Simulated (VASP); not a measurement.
# Zn (Pm-3n) in VASP: a series of runs

Runs on Zn. Level: LDA. Tasks: single point, relaxation of cell and atoms.

Everything below comes from runs of VASP 6.6.1. Logs are shortened: lines on timing, memory, paths and dates and some standing lists are left out, and cuts for length are marked.

**1. The cell of the first run**

The structure is cubic, space group Pm-3n (No. 223). Conventional cell: a = 4.782 Å, b = 4.782 Å, c = 4.782 Å, α = 90.00°, β = 90.00°, γ = 90.00°. Within 3.5 Å of Zn (site symmetry m-3) lie 12 Zn at 2.67 Å. Zn (site symmetry -4m2) has 14 Zn at 2.39 to 2.93 Å within 3.2 Å.

**2. Single point, LDA**

INCAR reads:

```
SYSTEM = Zn
  ALGO = Normal
  EDIFF = 1E-6
  ENCUT = 520
  ISIF = 2
  ISMEAR = -1
  LASPH = .True.
  LCHARG = .False.
  LREAL = .False.
  LWAVE = .False.
  NBANDS = 58
  NELM = 100
  PREC = Accurate
  SIGMA = 0.1
```

KPOINTS reads:

```
k-points
0
Gamma
  5 5 5
  0 0 0
```

POSCAR reads:

```
Zn
1.0
    4.7821926901      0.0000000000      0.0000000000
    0.0000000000      4.7821926901      0.0000000000
    0.0000000000      0.0000000000      4.7821926901
Zn
8
Direct
    0.0000000000      1.0000000000      0.0000000000
    0.5000000000      0.5000000000      0.5000000000
    0.2500000000      0.0000000000      0.5000000000
    0.7500000000      0.0000000000      0.5000000000
    0.5000000000      0.2500000000      1.0000000000
    0.5000000000      0.7500000000      0.0000000000
    1.0000000000      0.5000000000      0.2500000000
    1.0000000000      0.5000000000      0.7500000000
```

Potentials or basis: VASP PAW LDA potentials, release 64 (Zn).

Command:

```console
cat potpaw_LDA.64/Zn/POTCAR > POTCAR
mpirun -np 1 vasp_std > vasp.out
```

OUTCAR:

```text
SYSTEM = Zn
   EDIFF = 1E-6
   ENCUT = 520
   ISIF = 2
   ISMEAR = -1
   LASPH = .True.
   LREAL = .False.
   NELM = 100
   PREC = Accurate

 ion  position               nearest neighbor table
   1  0.000  0.000  0.000-   3 2.67   4 2.67   5 2.67   6 2.67   7 2.67   8 2.67   3 2.67   4 2.67
                             7 2.67   8 2.67   5 2.67   6 2.67
   2  0.500  0.500  0.500-   3 2.67   4 2.67   5 2.67   6 2.67   7 2.67   8 2.67   5 2.67   6 2.67
                             3 2.67   4 2.67   7 2.67   8 2.67
   3  0.250  0.000  0.500-   4 2.39   4 2.39   1 2.67   1 2.67   2 2.67   2 2.67   8 2.93   5 2.93
                             5 2.93   6 2.93   6 2.93   7 2.93   8 2.93   7 2.93
   4  0.750  0.000  0.500-   3 2.39   3 2.39   1 2.67   1 2.67   2 2.67   2 2.67   8 2.93   5 2.93
                             5 2.93   6 2.93   6 2.93   7 2.93   8 2.93   7 2.93
   5  0.500  0.250  0.000-   6 2.39   6 2.39   1 2.67   2 2.67   2 2.67   1 2.67   8 2.93   4 2.93
                             3 2.93   4 2.93   3 2.93   7 2.93   7 2.93   8 2.93
   6  0.500  0.750  0.000-   5 2.39   5 2.39   1 2.67   2 2.67   2 2.67   1 2.67   8 2.93   4 2.93
                             3 2.93   4 2.93   3 2.93   7 2.93   7 2.93   8 2.93
   7  0.000  0.500  0.250-   8 2.39   8 2.39   1 2.67   2 2.67   1 2.67   2 2.67   3 2.93   4 2.93
                             5 2.93   3 2.93   4 2.93   6 2.93   5 2.93   6 2.93
   8  0.000  0.500  0.750-   7 2.39   7 2.39   1 2.67   2 2.67   1 2.67   2 2.67   3 2.93   4 2.93
                             5 2.93   3 2.93   4 2.93   6 2.93   5 2.93   6 2.93

  LATTYP: Found a simple cubic cell.
 ALAT       =     4.7821926901

  Lattice vectors:

 A1 = (   4.7821926901,   0.0000000000,   0.0000000000)
 A2 = (   0.0000000000,   4.7821926901,   0.0000000000)
 A3 = (   0.0000000000,   0.0000000000,   4.7821926901)

Analysis of symmetry for initial positions (statically):
=====================================================================
 Subroutine PRICEL returns:
 Original cell was already a primitive cell.

 Routine SETGRP: Setting up the symmetry group for a
 simple cubic supercell.

 Subroutine GETGRP returns: Found 48 space group operations
 (whereof 24 operations were pure point group operations)
 out of a pool of 48 trial point group operations.

The static configuration has the point symmetry T_h .
 The point group associated with its full space group is O_h .

Analysis of symmetry for dynamics (positions and initial velocities):
=====================================================================
 Subroutine PRICEL returns:
 Original cell was already a primitive cell.

[... 112 lines left out ...]
   ISYM   =      2    0-nonsym 1-usesym 2-fastsym
   POTIM  = 0.5000    time-step for ionic-motion
   TEBEG  =    0.0;   TEEND  =   0.0 temperature during run
   PSTRESS=    0.0 pullay stress
   NELECT =      96.0000    total number of electrons
   NUPDOWN=      -1.0000    fix difference up-down
   EMIN   =  10.00;   EMAX   =-10.00  energy-range for DOS
   EFERMI =   0.00;   METHOD = LEGACY
   ISMEAR =    -1;   SIGMA  =   0.10  broadening in eV -4-tet -1-fermi 0-gaus
   EFERMI_NEDOS =   21; number of points for ismear=-14 and -15
   IALGO  =     38    algorithm
   IMIX   =      4    mixing-type and parameters
     AMIX     =   0.40;   BMIX     =  1.00
     AMIX_MAG =   1.60;   BMIX_MAG =  1.00
  volume/ion in A,a.u.               =      13.67        92.25
  Fermi-wavevector in a.u.,A,eV,Ry     =   1.567490  2.962127 33.429862  2.457026
  Thomas-Fermi vector in A             =   2.669662
   LORBIT       =      0    0 simple, 1 ext, 2 COOP (PROOUT), +10 PAW based schemes
   GGA     = CA    functional components
   LHFCALC =     F    Hartree Fock is set to
   AEXX    =    0.0000 exact exchange contribution
   IVDW    =     0    specifies the selected vdW correction
   LEPSILON=     F    determine dielectric tensor
   LRPA    =     F    only Hartree local field effects (RPA)
 non-spin polarized calculation
  energy-cutoff  :      520.00
  volume of cell :      109.37
 maximum number of plane-waves:      2952
 NGX is ok and might be reduce to    36
   NGX = 17   NGY = 17   NGZ = 17

 number of electron      96.0000296 magnetization

 Free energy of the ion-electron system (eV)
  ---------------------------------------------------
  ext. energy  EPLUGINS =         0.00000000
  ---------------------------------------------------
  free energy    TOTEN  =       -14.65010189 eV

  energy without entropy =      -14.58867378  energy(sigma->0) =      -14.61938784

 E-fermi :   3.6860     XC(G=0): -12.4682

 val. band max:        3.5854670781   @ k =   0.4000   0.2000   0.2000
 cond. band min:       3.8503816043   @ k =   0.2000   0.2000   0.2000
 fundamental gap:      0.2649145262
 Fermi energy:         3.6860419314

 k-point     1 :       0.0000    0.0000    0.0000
  band No.  band energies     occupation
      1      -7.6005      2.00000
      2      -5.4647      2.00000
      3      -5.4647      2.00000
      4      -5.0485      2.00000
      5      -4.9367      2.00000
      6      -4.9367      2.00000
[... 599 lines left out ...]
     57      10.3620      0.00000
     58      11.3986      0.00000

------------------------ aborting loop because EDIFF is reached ----------------------------------------

  FORCE on cell =-STRESS in cart. coord.  units (eV):
  Direction    XX          YY          ZZ          XY          YZ          ZX
  --------------------------------------------------------------------------------------
  -------------------------------------------------------------------------------------
  Total        0.5256145      0.5256145      0.5256145     -0.0000000      0.0000000      0.0000000
  in kB        7.7001062      7.7001062      7.7001062     -0.0000000      0.0000000      0.0000000
  external PRESSURE =       7.7001062 kB  Pullay stress =       0.0000000 kB

 VOLUME and BASIS-vectors are now :
 -----------------------------------------------------------------------------
  energy-cutoff  :      520.00
  volume of cell :      109.37
      direct lattice vectors                 reciprocal lattice vectors
     4.782192690  0.000000000  0.000000000     0.209109098  0.000000000  0.000000000
     0.000000000  4.782192690  0.000000000     0.000000000  0.209109098  0.000000000
     0.000000000  0.000000000  4.782192690     0.000000000  0.000000000  0.209109098

 POSITION                                       TOTAL-FORCE (eV/Angst)
 -----------------------------------------------------------------------------------
      0.00000      0.00000      0.00000        -0.000000     -0.000000     -0.000000
      2.39110      2.39110      2.39110        -0.000000     -0.000000     -0.000000
      1.19555      0.00000      2.39110         0.000000      0.000000     -0.000000
      3.58664      0.00000      2.39110        -0.000000     -0.000000      0.000000
      2.39110      1.19555      0.00000         0.000000     -0.000000     -0.000000
      2.39110      3.58664      0.00000        -0.000000      0.000000      0.000000
      0.00000      2.39110      1.19555         0.000000      0.000000     -0.000000
      0.00000      2.39110      3.58664        -0.000000     -0.000000      0.000000
 -----------------------------------------------------------------------------------
    total drift:                                0.000000      0.000000     -0.000000

  FREE ENERGIE OF THE ION-ELECTRON SYSTEM (eV)
  ---------------------------------------------------
  free  energy   TOTEN  =       -14.6501018937 eV

  energy  without entropy=      -14.5886737795  energy(sigma->0) =      -14.61938784
```

stdout:

```text
POSCAR found type information on POSCAR Zn
 POSCAR found :  1 types and       8 ions
 scaLAPACK will be used
 LDA part: xc-table for (Slater(with rela. corr.)+CA(PZ))
 , standard interpolation
 POSCAR, INCAR and KPOINTS ok, starting setup
 FFT: planning ... GRIDC
 FFT: planning ... GRID_SOFT
 FFT: planning ... GRID
 WAVECAR not read
 entering main loop
```

Run time: 80 s. Hardware: 1 thread of Intel Xeon Platinum 8259CL at 2.50GHz (Skylake/Cascade Lake), shared host; peak memory 0.19 GiB.

Results:

```yaml
Free_energy: -14.6501 eV
Pressure: 0.8 GPa
Band_gap_on_the_k_mesh: zero (band 48 reaches 5.63 eV, above the bottom of band 49 at 2.82 eV)
```

Levels at points of the mesh, in eV from the Fermi level:
| k point | band 44 | band 45 | band 46 | band 47 | band 48 | band 49 | band 50 | band 51 | band 52 | band 53 |
| --- | --- | --- | --- | --- | --- | --- | --- | --- | --- | --- |
| (0.00, 0.00, 0.00) | -3.84 | -3.35 | -3.35 | -3.35 | 1.95 | 1.95 | 2.60 | 2.60 | 2.60 | 3.76 |

**3. Single point, LDA**

INCAR reads:

```
  ALGO = Normal
  EDIFF = 1E-6
  ENCUT = 520
  ISIF = 2
  ISMEAR = -1
  LASPH = T
  LCHARG = F
  LREAL = F
  LWAVE = F
  NBANDS = 58
  NELM = 60
  PREC = Accurate
  SIGMA = 0.1
```

KPOINTS reads:

```
k-points
0
Gamma
  7 7 7
```

POSCAR is that of step 2.

Potentials or basis: VASP PAW LDA potentials, release 64 (Zn).

Command:

```console
cat potpaw_LDA.64/Zn/POTCAR > POTCAR
mpirun -np 1 vasp_std > vasp.out
```

Run time: 2.4 min. Hardware: 1 thread of Intel Xeon Platinum 8259CL at 2.50GHz (Skylake/Cascade Lake), shared host; peak memory 0.21 GiB.

Results (log left out):

```
Free energy            : -14.6885 eV
Pressure               : 1.2 GPa
Band gap on the k mesh : zero (band 48 reaches 5.65 eV, above the bottom of band 49 at 2.64 eV)
```

Levels at points of the mesh, in eV from the Fermi level:
```csv
k point,band 46,band 47,band 48,band 49,band 50,band 51
"(0.00, 0.00, 0.00)",-3.19,-3.19,2.11,2.11,2.75,2.75
```

**4. Relaxation of cell and atoms, LDA**

This run uses another cell than the first one, of 15.21 Å³/atom, 1.113 times its volume.

INCAR reads:

```
SYSTEM = Zn
PREC = Accurate ; ENCUT = 600
EDIFF = 1E-6 ; ISMEAR = -1
SIGMA = 0.1 ; LREAL = .False.
LASPH = .True. ; NELM = 80
ALGO = Normal ; ISIF = 3
LWAVE = .False. ; LCHARG = .False.
GGA = CA ; IBRION = 2
NSW = 80 ; EDIFFG = -0.01
```

KPOINTS reads:

```
Automatic mesh
0
Gamma
  5 5 5
  0 0 0
```

POSCAR reads:

```
Zn
1.0
    4.9553948694      0.0000000000      0.0000000000
    0.0000000000      4.9553948694      0.0000000000
    0.0000000000      0.0000000000      4.9553948694
Zn
8
Direct
    0.0000000000      0.0000000000      0.0000000000
    0.5000000000      0.5000000000      0.5000000000
    0.2500000000      0.0000000000      0.5000000000
    0.7500000000      0.0000000000      0.5000000000
    0.5000000000      0.2500000000      0.0000000000
    0.5000000000      0.7500000000      0.0000000000
    0.0000000000      0.5000000000      0.2500000000
    0.0000000000      0.5000000000      0.7500000000
```

Command:

```console
cat potpaw_LDA.64/Zn/POTCAR > POTCAR
mpirun -np 1 vasp_std > vasp.out
```

It took 13 min on 1 thread of Intel Xeon Platinum 8259CL at 2.50GHz (Skylake/Cascade Lake), shared host; peak memory 0.22 GiB.

It converged, with:

| Item | Value |
| --- | --- |
| Free energy | -14.6551 eV |
| Relaxed volume | 13.75 Å³/atom |
| Relaxed cell | a = 4.791 Å, b = 4.791 Å, c = 4.791 Å, α = 90.00°, β = 90.00°, γ = 90.00° |
| Space group after relaxing (to 0.05 Å) | Pm-3n (No. 223) |
| Energy gained by relaxing | 38.8 meV/atom |
| Ionic steps | 19 |
| Pressure after relaxing | 0.0 GPa |
| Band gap on the k mesh | zero (band 48 reaches 5.57 eV, above the bottom of band 49 at 2.78 eV) |

Step by step:
| step | energy change (eV) | largest force (eV/Å) | pressure (GPa) | volume (Å³) |
| --- | --- | --- | --- | --- |
| 1 | 0.0000 | 0.0000 | -7.74 | 121.68 |
| 2 | -0.3083 | 0.0000 | 0.77 | 109.20 |
| 3 | -0.3102 | 0.0000 | 0.26 | 110.03 |
| 4 | -0.3099 | 0.0000 | -0.12 | 110.36 |
| 5 | -0.3099 | 0.0000 | -0.31 | 110.35 |
| 6 | -0.3099 | 0.0000 | -0.25 | 110.35 |
| 7 | -0.3099 | 0.0000 | -0.30 | 110.35 |
| 8 | -0.3099 | 0.0000 | -0.30 | 110.35 |
| 9 | -0.3099 | 0.0000 | -0.30 | 110.35 |
| 10 | -0.3099 | 0.0000 | -0.30 | 110.34 |
| 11 | -0.3099 | 0.0000 | -0.30 | 110.34 |
| 12 | -0.3099 | 0.0000 | -0.29 | 110.34 |
| 13 | -0.3099 | 0.0000 | -0.26 | 110.34 |
| 14 | -0.3099 | 0.0000 | -0.25 | 110.34 |
| 15 | -0.3099 | 0.0000 | -0.28 | 110.32 |
| 16 | -0.3100 | 0.0000 | -0.28 | 110.30 |
| 17 | -0.3100 | 0.0000 | -0.29 | 110.26 |
| 18 | -0.3101 | 0.0000 | -0.26 | 110.18 |
| 19 | -0.3102 | 0.0000 | -0.03 | 110.01 |

Final structure:
```
CELL_PARAMETERS angstrom
4.79150 0.00000 0.00000
0.00000 4.79150 0.00000
0.00000 0.00000 4.79150
ATOMIC_POSITIONS crystal
Zn 0.00000 0.00000 0.00000
Zn 0.50000 0.50000 0.50000
Zn 0.25000 0.00000 0.50000
Zn 0.75000 0.00000 0.50000
Zn 0.50000 0.25000 0.00000
Zn 0.50000 0.75000 0.00000
Zn 0.00000 0.50000 0.25000
Zn 0.00000 0.50000 0.75000
```

Levels at points of the mesh, in eV from the Fermi level:
| k point | band 44 | band 45 | band 46 | band 47 | band 48 | band 49 | band 50 | band 51 | band 52 | band 53 |
| --- | --- | --- | --- | --- | --- | --- | --- | --- | --- | --- |
| (0.00, 0.00, 0.00) | -3.82 | -3.35 | -3.35 | -3.34 | 1.93 | 1.93 | 2.59 | 2.59 | 2.59 | 3.72 |

**5. Summary**

| task | cell | k mesh | cutoff (eV) | gap on the mesh (eV) | pressure (GPa) |
| --- | --- | --- | --- | --- | --- |
| single point | a = 4.782 Å, 8 atoms | 5 × 5 × 5 | 520 | none | 0.8 |
| single point | a = 4.782 Å, 8 atoms | 7 × 7 × 7 | 520 | none | 1.2 |
| relaxation of cell and atoms | relaxed from a = 4.955 Å, 8 atoms | 5 × 5 × 5 | 600 | none | 0.0 |

Alike in all rows: level LDA; potentials or basis VASP PAW LDA potentials, release 64 (Zn); no spin polarisation; smearing fermi-dirac 0.1 eV.

Absolute energies hang on the potentials; compare differences alone.
